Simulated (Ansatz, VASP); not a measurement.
## I: VASP beside Ansatz

```
I
1.0
    12.00000    0.00000    0.00000
     0.00000   12.30000    0.00000
     0.00000    0.00000   12.60000
I
2
Direct
  0.50000 0.50000 0.39365
  0.50000 0.50000 0.60635
```

Alike in both runs: task relaxation of the atoms; functional PBEsol; k mesh 1 × 1 × 1; occupations fermi-dirac, width 0.01 eV; no spin polarisation.

|  | VASP | Ansatz |
| --- | --- | --- |
| version | VASP 6.6.1 | Ansatz 0.2.0 |
| potentials or method | VASP PAW PBE potentials, release 64 (I), cutoff 520 eV | plane waves (420 eV) with PAW, scalar-relativistic |
| valence electrons in the cell | 14 | 34 |

```tsv
	VASP	Ansatz	Ansatz less VASP
gap on the k mesh at the Fermi level, each at its own relaxed structure (eV)	1.88	1.86	-0.012
```

VASP's potentials were made for PBE, not for PBEsol, and Ansatz warns of the same on its side. VASP's potentials hold 14 valence electrons a cell and Ansatz's 34, so a difference there can come from the potentials and not from the codes. Ansatz's warnings: xc potential rough in thin density.

Spin-orbit coupling is off throughout.
